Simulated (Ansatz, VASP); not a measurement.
Al2Cu: VASP beside Ansatz

The input INCAR:

```
PREC = Accurate
ENCUT = 520
EDIFF = 1E-6
ISMEAR = 0
SIGMA = 0.1
LREAL = False
LASPH = True
NELM = 100
ALGO = Normal
ISIF = 2
LWAVE = False
LCHARG = False
GGA = PS
NBANDS = 16
```

Contents of KPOINTS:

```
Automatic mesh
0
Gamma
  6 6 6
```

POSCAR

```
Al2Cu
1.0
    4.1051820000      0.0000000000      0.0000000000
    0.0000000000      4.1051820000      0.0000000000
    0.0000000000      0.0000000000      2.8913130000
Al Cu
2 1
Direct
    0.5000000000      0.0000000000      0.5000000000
    0.0000000000      0.5000000000      0.5000000000
    0.0000000000      0.0000000000      0.0000000000
```

Input for Ansatz:

```yaml
crystal:
  lattice:
    - [4.105182, 0.0, 0.0]
    - [0.0, 4.105182, 0.0]
    - [0.0, 0.0, 2.891313]
  atoms:
    - { symbol: Al, position: [0.5, 0.0, 0.5] }
    - { symbol: Al, position: [0.0, 0.5, 0.5] }
    - { symbol: Cu, position: [0.0, 0.0, 0.0] }
basis:
  ecutwfc: 420
kpoints:
  mp_grid: { grid: [6, 6, 6] }
hamiltonian:
  xc: pbesol
scf:
  occupations: { method: gaussian, width: 0.1 }
output:
  forces: true
  stress: true
  eigenvalues: true
```

Alike in both runs: task single point; functional PBEsol; k mesh 6 × 6 × 6; occupations gaussian, width 0.1 eV; no spin polarisation.

|  | VASP | Ansatz |
| --- | --- | --- |
| version | VASP 6.6.1 | Ansatz 0.2.0 |
| potentials or method | VASP PAW PBE potentials, release 64 (Al, Cu), cutoff 520 eV | scalar-relativistic, plane waves, PAW |
| valence electrons in the cell | 17 | 25 |

VASP gave:

| Item | Value |
| --- | --- |
| gap on the k mesh at the Fermi level (eV) | none |
| pressure (GPa) | -2.2 |
| traceless stress, the component that is largest in VASP (GPa) | 0.70 |

Problem. Which values does Ansatz return?

Solution. gap on the k mesh at the Fermi level (eV): none; pressure (GPa): -2.3; traceless stress, the component that is largest in VASP (GPa): 0.67.

VASP's potentials were made for PBE, not for PBEsol. A gap of «none» marks a metal or a gap that the smearing closes. With one functional, cell and mesh, what is left measures potentials, basis and numerics. VASP's potentials hold 17 valence electrons a cell and Ansatz's 25, so a difference there can come from the potentials and not from the codes.

The k mesh is coarse, so the values compare programs but aren't converged.
